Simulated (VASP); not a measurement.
# SrAl5 (F-43m) in VASP: a series of runs

Runs on SrAl5. Level: PBE. Tasks: single point, relaxation of cell and atoms.

Everything below comes from runs of VASP 6.6.1. Logs are shortened: lines on timing, memory, paths and dates and some standing lists are left out, and cuts for length are marked.

**1. The cell of the first run**

It takes space group F-43m (No. 216, cubic). The conventional cell has a = 7.833 Å, b = 7.833 Å, c = 7.833 Å, α = 90.00°, β = 90.00°, γ = 90.00°. Sr (site symmetry -43m) has 16 Al at 3.20 to 3.39 Å within 4.2 Å. Al (site symmetry 3m) has 3 Al at 2.12 Å within 2.8 Å. Within 4.4 Å of Al (site symmetry -43m) lie 12 Al at 3.34 Å and 4 Sr at 3.39 Å.

**2. Single point, PBE**

INCAR

```
ALGO = Normal
EDIFF = 1E-7
ENCUT = 520
GGA = PE
ISIF = 2
ISMEAR = 0
LASPH = True
LCHARG = False
LREAL = False
LWAVE = False
NBANDS = 22
NELM = 80
PREC = Accurate
SIGMA = 0.1
```

KPOINTS

```
k-points
0
Gamma
  4 4 4
```

POSCAR

```
SrAl5
1.0
    0.0000000000      3.9167385900      3.9167385900
    3.9167385900      0.0000000000      3.9167385900
    3.9167385900      3.9167385900      0.0000000000
Sr Al
1 5
Direct
    0.5000000000      0.5000000000      0.5000000000
    0.1544964500      0.1544964500      0.1544964500
    0.1544964500      0.1544964500      0.5365106400
    0.1544964500      0.5365106400      0.1544964500
    0.5365106400      0.1544964500      0.1544964500
    0.7500000000      0.7500000000      0.7500000000
```

Potentials or basis: VASP PAW PBE potentials, release 64 (Sr_sv, Al).

Command:

```sh
> cat potpaw_PBE.64/Sr_sv/POTCAR potpaw_PBE.64/Al/POTCAR > POTCAR
> mpirun -np 1 vasp_std > vasp.out
```

OUTCAR:

```text
EDIFF = 1E-7
   ENCUT = 520
   GGA = PE
   ISIF = 2
   ISMEAR = 0
   LASPH = True
   LREAL = False
   NELM = 80
   PREC = Accurate

 ion  position               nearest neighbor table
   1  0.500  0.500  0.500-   3 3.20   4 3.20   3 3.20   5 3.20   4 3.20   5 3.20   2 3.20   2 3.20
                             2 3.20   3 3.20   4 3.20   5 3.20   6 3.39   6 3.39   6 3.39   6 3.39
   2  0.154  0.154  0.154-   3 2.12   4 2.12   5 2.12   1 3.20   1 3.20   1 3.20   6 3.34   6 3.34
                             6 3.34
   3  0.154  0.154  0.537-   2 2.12   4 2.12   5 2.12   1 3.20   1 3.20   1 3.20   6 3.34   6 3.34
                             6 3.34
   4  0.154  0.537  0.154-   2 2.12   3 2.12   5 2.12   1 3.20   1 3.20   1 3.20   6 3.34   6 3.34
                             6 3.34
   5  0.537  0.154  0.154-   2 2.12   3 2.12   4 2.12   1 3.20   1 3.20   1 3.20   6 3.34   6 3.34
                             6 3.34
   6  0.750  0.750  0.750-   3 3.34   4 3.34   5 3.34   2 3.34   2 3.34   2 3.34   4 3.34   3 3.34
                             5 3.34   3 3.34   5 3.34   4 3.34   1 3.39   1 3.39   1 3.39   1 3.39

  LATTYP: Found a face centered cubic cell.
 ALAT       =     7.8334771800

  Lattice vectors:

 A1 = (   0.0000000000,   3.9167385900,   3.9167385900)
 A2 = (   3.9167385900,   0.0000000000,   3.9167385900)
 A3 = (   3.9167385900,   3.9167385900,   0.0000000000)

Analysis of symmetry for initial positions (statically):
=====================================================================
 Subroutine PRICEL returns:
 Original cell was already a primitive cell.

 Routine SETGRP: Setting up the symmetry group for a
 face centered cubic supercell.

 Subroutine GETGRP returns: Found 24 space group operations
 (whereof 24 operations were pure point group operations)
 out of a pool of 48 trial point group operations.

The static configuration has the point symmetry T_d .

Analysis of symmetry for dynamics (positions and initial velocities):
=====================================================================
 Subroutine PRICEL returns:
 Original cell was already a primitive cell.

 Routine SETGRP: Setting up the symmetry group for a
 face centered cubic supercell.

 Subroutine GETGRP returns: Found 24 space group operations
 (whereof 24 operations were pure point group operations)
 out of a pool of 48 trial point group operations.

The dynamic configuration has the point symmetry T_d .

 Subroutine INISYM returns: Found 24 space group operations
 (whereof 24 operations are pure point group operations),
 and found     1 'primitive' translations

----------------------------------------------------------------------------------------

                                     Primitive cell

  volume of cell :     120.1721

  direct lattice vectors                    reciprocal lattice vectors
     0.000000000  3.916738590  3.916738590    -0.127657230  0.127657230  0.127657230
     3.916738590  0.000000000  3.916738590     0.127657230 -0.127657230  0.127657230
     3.916738590  3.916738590  0.000000000     0.127657230  0.127657230 -0.127657230

  length of vectors
     5.539104834  5.539104834  5.539104834     0.221108809  0.221108809  0.221108809

  position of ions in fractional coordinates (direct lattice)
     0.500000000  0.500000000  0.500000000
     0.154496450  0.154496450  0.154496450
     0.154496450  0.154496450  0.536510640
     0.154496450  0.536510640  0.154496450
     0.536510640  0.154496450  0.154496450
     0.750000000  0.750000000  0.750000000

  ion indices of the primitive-cell ions
   primitive index   ion index
                 1           1
                 2           2
                 3           3
                 4           4
                 5           5
                 6           6

----------------------------------------------------------------------------------------

 KPOINTS: k-points

Automatic generation of k-mesh.
 Grid dimensions read from file:
 generate k-points for:    4    4    4

 Generating k-lattice:

  Cartesian coordinates                     Fractional coordinates (reciprocal lattice)
    -0.031914308  0.031914308  0.031914308     0.250000000  0.000000000  0.000000000
     0.031914308 -0.031914308  0.031914308     0.000000000  0.250000000  0.000000000
     0.031914308  0.031914308 -0.031914308     0.000000000  0.000000000  0.250000000

  Length of vectors
     0.055277202  0.055277202  0.055277202

  Shift w.r.t. Gamma in fractional coordinates (k-lattice)
     0.000000000  0.000000000  0.000000000

 Subroutine IBZKPT returns following result:
 ===========================================

 Found      8 irreducible k-points:

 Following reciprocal coordinates:
            Coordinates               Weight
  0.000000  0.000000  0.000000      1.000000
  0.250000  0.000000  0.000000      8.000000
  0.500000  0.000000  0.000000      4.000000
  0.250000  0.250000  0.000000      6.000000
  0.500000  0.250000  0.000000     24.000000
 -0.250000  0.250000  0.000000     12.000000
  0.500000  0.500000  0.000000      3.000000
 -0.250000  0.500000  0.250000      6.000000
   k-points           NKPTS =      8   k-points in BZ     NKDIM =      8   number of bands    NBANDS=     22
   number of dos      NEDOS =    301   number of ions     NIONS =      6
   total plane-waves  NPLWV =  74088
   dimension x,y,z NGX =    42 NGY =   42 NGZ =   42
   dimension x,y,z NGXF=    84 NGYF=   84 NGZF=   84
   ions per type =               1   5
   NGX,Y,Z   is equivalent  to a cutoff of  12.61, 12.61, 12.61 a.u.
   NGXF,Y,Z  is equivalent  to a cutoff of  25.21, 25.21, 25.21 a.u.
 SYSTEM =  unknown system
   PREC   = accura    normal or accurate (medium, high low for compatibility)
   ISTART =      0    job   : 0-new  1-cont  2-samecut
   ICHARG =      2    charge: 1-file 2-atom 10-const
   ISPIN  =      1    spin polarized calculation?
   LNONCOLLINEAR =      F non collinear calculations
   LSORBIT =      F    spin-orbit coupling
   LASPH  =      T    aspherical Exc in radial PAW
   ENCUT  =  520.0 eV  38.22 Ry    6.18 a.u.  10.30 10.30 10.30*2*pi/ulx,y,z
   NELM   =     80;   NELMIN=  2; NELMDL= -5     # of ELM steps
   EDIFF  = 0.1E-06   stopping-criterion for ELM
   LREAL  =      F    real-space projection
   EDIFFG = 0.1E-05   stopping-criterion for IOM
   NSW    =      0    number of steps for IOM
   IBRION =     -1    ionic relax: 0-MD 1-quasi-New 2-CG
   NFREE  =      0    steps in history (QN), initial steepest desc. (CG)
   ISIF   =      2    stress and relaxation
   ISYM   =      2    0-nonsym 1-usesym 2-fastsym
   POTIM  = 0.5000    time-step for ionic-motion
   TEBEG  =    0.0;   TEEND  =   0.0 temperature during run
   PSTRESS=    0.0 pullay stress
   NELECT =      25.0000    total number of electrons
   NUPDOWN=      -1.0000    fix difference up-down
   EMIN   =  10.00;   EMAX   =-10.00  energy-range for DOS
   EFERMI =   0.00;   METHOD = LEGACY
   ISMEAR =     0;   SIGMA  =   0.10  broadening in eV -4-tet -1-fermi 0-gaus
   EFERMI_NEDOS =   21; number of points for ismear=-14 and -15
   IALGO  =     38    algorithm
   IMIX   =      4    mixing-type and parameters
     AMIX     =   0.40;   BMIX     =  1.00
     AMIX_MAG =   1.60;   BMIX_MAG =  1.00
  volume/ion in A,a.u.               =      20.03       135.16
  Fermi-wavevector in a.u.,A,eV,Ry     =   0.970034  1.833098 12.802617  0.940966
  Thomas-Fermi vector in A             =   2.100136
   LORBIT       =      0    0 simple, 1 ext, 2 COOP (PROOUT), +10 PAW based schemes
   GGA     = PE    functional components
   LHFCALC =     F    Hartree Fock is set to
   AEXX    =    0.0000 exact exchange contribution
   IVDW    =     0    specifies the selected vdW correction
   LEPSILON=     F    determine dielectric tensor
   LRPA    =     F    only Hartree local field effects (RPA)
 non-spin polarized calculation
 Gauss-broadening in eV      SIGMA  =   0.10
  energy-cutoff  :      520.00
  volume of cell :      120.17
 maximum number of plane-waves:      3287
 NGX is ok and might be reduce to    42
   NGX = 21   NGY = 21   NGZ = 21

 number of electron      25.0000000 magnetization

 Free energy of the ion-electron system (eV)
  ---------------------------------------------------
  ext. energy  EPLUGINS =         0.00000000
  ---------------------------------------------------
  free energy    TOTEN  =       -13.17267431 eV

  energy without entropy =      -13.13635180  energy(sigma->0) =      -13.15451305

 E-fermi :   6.1428     XC(G=0):  -9.6399

 val. band max:        6.1244143871   @ k =   0.2500   0.0000   0.0000
 cond. band min:       6.1999422679   @ k =   0.5000   0.5000   0.0000
 fundamental gap:      0.0755278808
 Fermi energy:         6.1427588354

 k-point     1 :       0.0000    0.0000    0.0000
  band No.  band energies     occupation
      1     -28.7514      2.00000
      2     -10.9591      2.00000
      3     -10.9591      2.00000
      4     -10.9591      2.00000
      5      -4.5266      2.00000
      6       0.5663      2.00000
[... 14 lines left out ...]
     21      12.2963      0.00000
     22      12.4654      0.00000

 k-point     2 :       0.2500    0.0000    0.0000
  band No.  band energies     occupation
      1     -28.7511      2.00000
      2     -10.9871      2.00000
      3     -10.9624      2.00000
      4     -10.9624      2.00000
      5      -4.2517      2.00000
      6      -0.2747      2.00000
[... 14 lines left out ...]
     21      10.7449      0.00000
     22      12.3813      0.00000

 k-point     3 :       0.5000    0.0000    0.0000
  band No.  band energies     occupation
      1     -28.7507      2.00000
      2     -11.0142      2.00000
      3     -10.9657      2.00000
      4     -10.9657      2.00000
      5      -3.9280      2.00000
      6      -0.8249      2.00000
[... 14 lines left out ...]
     21      11.3824      0.00000
     22      11.8402      0.00000
[... 76 lines left out ...]
 k-point     7 :       0.5000    0.5000    0.0000
  band No.  band energies     occupation
      1     -28.7505      2.00000
      2     -11.0143      2.00000
      3     -10.9763      2.00000
      4     -10.9763      2.00000
      5      -3.7568      2.00000
      6      -0.2636      2.00000
[... 14 lines left out ...]
     21      10.1588      0.00000
     22      10.1588      0.00000

 k-point     8 :      -0.2500    0.5000    0.2500
  band No.  band energies     occupation
      1     -28.7505      2.00000
      2     -11.0027      2.00000
      3     -10.9879      2.00000
      4     -10.9767      2.00000
      5      -3.7528      2.00000
      6       0.1433      2.00000
[... 14 lines left out ...]
     21      11.1538      0.00000
     22      11.2153      0.00000

------------------------ aborting loop because EDIFF is reached ----------------------------------------

  FORCE on cell =-STRESS in cart. coord.  units (eV):
  Direction    XX          YY          ZZ          XY          YZ          ZX
  --------------------------------------------------------------------------------------
  -------------------------------------------------------------------------------------
  Total       18.6510777     18.6510777     18.6510777      0.0000000     -0.0000000      0.0000000
  in kB      248.6627638    248.6627638    248.6627638      0.0000000     -0.0000000      0.0000000
  external PRESSURE =     248.6627638 kB  Pullay stress =       0.0000000 kB

 VOLUME and BASIS-vectors are now :
 -----------------------------------------------------------------------------
  energy-cutoff  :      520.00
  volume of cell :      120.17
      direct lattice vectors                 reciprocal lattice vectors
     0.000000000  3.916738590  3.916738590    -0.127657230  0.127657230  0.127657230
     3.916738590  0.000000000  3.916738590     0.127657230 -0.127657230  0.127657230
     3.916738590  3.916738590  0.000000000     0.127657230  0.127657230 -0.127657230

 POSITION                                       TOTAL-FORCE (eV/Angst)
 -----------------------------------------------------------------------------------
      3.91674      3.91674      3.91674         0.000000      0.000000      0.000000
      1.21024      1.21024      1.21024        -6.903602     -6.903602     -6.903602
      2.70649      2.70649      1.21024         6.903602      6.903602     -6.903602
      2.70649      1.21024      2.70649         6.903602     -6.903602      6.903602
      1.21024      2.70649      2.70649        -6.903602      6.903602      6.903602
      5.87511      5.87511      5.87511         0.000000      0.000000      0.000000
 -----------------------------------------------------------------------------------
    total drift:                               -0.000002     -0.000002     -0.000002

  FREE ENERGIE OF THE ION-ELECTRON SYSTEM (eV)
  ---------------------------------------------------
  free  energy   TOTEN  =       -13.1726743058 eV

  energy  without entropy=      -13.1363517987  energy(sigma->0) =      -13.15451305
```

It took 29 s on 1 thread of Intel Xeon Platinum 8488C (Sapphire Rapids), shared host; peak memory 0.25 GiB.

Results:

| Quantity | Value |
| --- | --- |
| Free energy | -13.1727 eV |
| Pressure | 24.9 GPa |
| Largest force | 11.957 eV/Å |

Forces in eV/Å, atoms in the order of the input:
```
Sr   0.000  0.000  0.000
Al  -6.904 -6.904 -6.904
Al   6.904  6.904 -6.904
Al   6.904 -6.904  6.904
Al  -6.904  6.904  6.904
Al   0.000  0.000  0.000
```

Caveat: forces of over 1 eV/Å act on the atoms, so gaps and moduli don't describe the material at rest.

**3. Single point, PBE**

This run uses another cell than the first one, of 21.13 Å³/atom, 1.055 times its volume.

INCAR

```
ALGO     = Normal         # electronic algorithm
EDIFF    = 1E-6           # SCF threshold, eV
ENCUT    = 520            # plane-wave cutoff, eV
GGA      = PE             # functional
ISIF     = 2              # what is computed and relaxed
ISMEAR   = 0              # smearing method
LASPH    = True           # aspherical terms in the spheres
LCHARG   = False          # write CHGCAR
LREAL    = False          # projectors in reciprocal space
LWAVE    = False          # write WAVECAR
NBANDS   = 22             # bands
NELM     = 80             # most SCF steps
PREC     = Accurate       # precision mode
SIGMA    = 0.1            # smearing width, eV
```

KPOINTS is that of step 2.

POSCAR

```
SrAl5
1.0
    0.0000000000      3.9873454177      3.9873454177
    3.9873454177      0.0000000000      3.9873454177
    3.9873454177      3.9873454177      0.0000000000
Sr Al
1 5
Direct
    0.5000000000      0.5000000000      0.5000000000
    0.1236642678      0.1236642678      0.1236642678
    0.1236642678      0.1236642678      0.6290071966
    0.1236642678      0.6290071966      0.1236642678
    0.6290071966      0.1236642678      0.1236642678
    0.7500000000      0.7500000000      0.7500000000
```

Potentials or basis: VASP PAW PBE potentials, release 64 (Sr_sv, Al).

Command:

```sh
> cat potpaw_PBE.64/Sr_sv/POTCAR potpaw_PBE.64/Al/POTCAR > POTCAR
> mpirun -np 1 vasp_std > vasp.out
```

Wall time 22 s (1 thread of Intel Xeon Platinum 8488C (Sapphire Rapids), shared host); peak memory 0.25 GiB.

The run converged. Its results:

- Free energy: -20.4662 eV
- Pressure: 0.0 GPa

Levels at points of the mesh, in eV from the Fermi level:
```csv
k point,band 10,band 11,band 12,band 13,band 14,band 15
"(0.00, 0.00, 0.00)",-2.48,-1.96,-1.96,-1.96,-0.80,-0.80
"(0.50, 0.00, 0.00)",-1.71,-1.71,-1.28,0.62,0.62,1.47
"(0.50, 0.50, 0.00)",-2.70,0.87,1.19,1.19,1.25,1.64
```

**4. Relaxation of cell and atoms, PBE**

INCAR

```
SYSTEM = SrAl5
  ALGO = Normal
  EDIFF = 1E-6
  EDIFFG = -0.04
  ENCUT = 600
  GGA = PE
  IBRION = 2
  ISIF = 3
  ISMEAR = 0
  LASPH = .TRUE.
  LCHARG = .FALSE.
  LREAL = .FALSE.
  LWAVE = .FALSE.
  NELM = 100
  NSW = 90
  PREC = Accurate
  SIGMA = 0.1
```

KPOINTS

```
k-points
0
G
  4 4 4
  0 0 0
```

POSCAR

```
SrAl5
1.0
    0.0000000000      3.9167385900      3.9167385900
    3.9167385900      0.0000000000      3.9167385900
    3.9167385900      3.9167385900      0.0000000000
Sr Al
1 5
Direct
    0.5000000000      0.5000000000      0.5000000000
    0.1544964500      0.1544964500      0.1544964500
    0.1544964500      0.1544964500      0.5365106400
    0.1544964500      0.5365106400      0.1544964500
    0.5365106400      0.1544964500      0.1544964500
    0.7500000000      0.7500000000      0.7500000000
```

Command:

```sh
> cat potpaw_PBE.64/Sr_sv/POTCAR potpaw_PBE.64/Al/POTCAR > POTCAR
> mpirun -np 1 vasp_std > vasp.out
```

It took 3.2 min on 1 thread of Intel Xeon Platinum 8488C (Sapphire Rapids), shared host; peak memory 0.34 GiB.

Results (log left out):

- Free energy: -20.4660 eV
- Relaxed volume: 21.16 Å³/atom
- Relaxed cell: a = 5.641 Å, b = 5.641 Å, c = 5.641 Å, α = 60.00°, β = 60.00°, γ = 60.00°
- Space group after relaxing (to 0.05 Å): F-43m (No. 216)
- Energy gained by relaxing: 1215.5 meV/atom
- Ionic steps: 10
- Pressure after relaxing: 0.0 GPa
- Largest force after relaxing: 0.006 eV/Å

Forces on the atoms (eV/Å):
```
Sr   0.000  0.000  0.000
Al  -0.003 -0.003 -0.003
Al   0.003  0.003 -0.003
Al   0.003 -0.003  0.003
Al  -0.003  0.003  0.003
Al   0.000  0.000  0.000
```

The path:
| step | energy change (eV) | largest force (eV/Å) | pressure (GPa) | volume (Å³) |
| --- | --- | --- | --- | --- |
| 1 | 0.0000 | 11.9559 | 24.87 | 120.17 |
| 2 | -5.1216 | 0.4314 | -7.69 | 182.77 |
| 3 | -6.6494 | 0.7273 | -5.67 | 149.18 |
| 4 | -6.6538 | 0.7785 | -5.52 | 148.55 |
| 5 | -6.6562 | 0.9238 | -5.06 | 146.93 |
| 6 | -7.1340 | 0.7258 | -2.28 | 133.72 |
| 7 | -7.2592 | 0.4099 | 1.10 | 124.45 |
| 8 | -7.2903 | 0.0707 | 0.51 | 125.67 |
| 9 | -7.2920 | 0.0260 | 0.37 | 126.05 |
| 10 | -7.2931 | 0.0057 | -0.03 | 126.96 |

Final structure:
```yaml
crystal:
  lattice:
    - [0.00000, 3.98909, 3.98909]
    - [3.98909, 0.00000, 3.98909]
    - [3.98909, 3.98909, 0.00000]
  atoms:
    - { symbol: Sr, position: [0.50000, 0.50000, 0.50000] }
    - { symbol: Al, position: [0.12369, 0.12369, 0.12369] }
    - { symbol: Al, position: [0.12369, 0.12369, 0.62892] }
    - { symbol: Al, position: [0.12369, 0.62892, 0.12369] }
    - { symbol: Al, position: [0.62892, 0.12369, 0.12369] }
    - { symbol: Al, position: [0.75000, 0.75000, 0.75000] }
```

Levels at points of the mesh, in eV from the Fermi level:
| k point | band 8 | band 9 | band 10 | band 11 | band 12 | band 13 | band 14 | band 15 | band 16 |
| --- | --- | --- | --- | --- | --- | --- | --- | --- | --- |
| (0.00, 0.00, 0.00) | -2.75 | -2.75 | -2.48 | -1.96 | -1.96 | -1.96 | -0.80 | -0.80 | 1.76 |
| (0.50, 0.00, 0.00) | -3.43 | -3.43 | -1.71 | -1.71 | -1.28 | 0.62 | 0.62 | 1.47 | 2.53 |
| (0.50, 0.50, 0.00) | -3.99 | -3.99 | -2.69 | 0.87 | 1.19 | 1.19 | 1.24 | 1.64 | 1.94 |

(Continued in part 2 of 2.)
